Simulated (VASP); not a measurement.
Runs of VASP 6.6.1 on Ti2Co. The structure is that of space group Fd-3m (No. 227), or close to it. The cells are those of the table. 

```tsv
cell	smearing	gap on the mesh (eV)	pressure (GPa)	moment (μB)
a = 4.729 Å, angles 60.0°, 6 atoms	gaussian 0.1 eV	none	19.5	0.98
a = 5.034 Å, angles 60.0°, 6 atoms	gaussian 0.1 eV	none	-6.2	2.12
a = 4.984 Å, angles 60.0°, 6 atoms	gaussian 0.1 eV	none	(c)	2.00
a = 4.653 Å, angles 60.0°, 6 atoms	gaussian 0.1 eV	none	30.1	0.02
a = 4.970 Å, angles 60.0°, 6 atoms	gaussian 0.2 eV	none	-2.4	1.79
a = 4.894 Å, angles 60.0°, 6 atoms	gaussian 0.1 eV	none	(a)	(b)
```

Alike in all rows: task single point; level PBEsol; potentials or basis VASP PAW PBE potentials, release 64 (Ti_sv, Co); spin collinear, ferromagnetic start; k mesh 10 × 10 × 10; cutoff (eV) 520.

Task: Fill in the values left out.

Result: (a) 2.7; (b) 1.67; (c) -3.4.

Caveats: the PAW data sets were made with another functional, which shifts forces and pressure a little; the cell stands under pressure (at least some runs); the cell stands under tension (at least some runs).

A gap of «none» marks levels without a gap at the run's occupations.
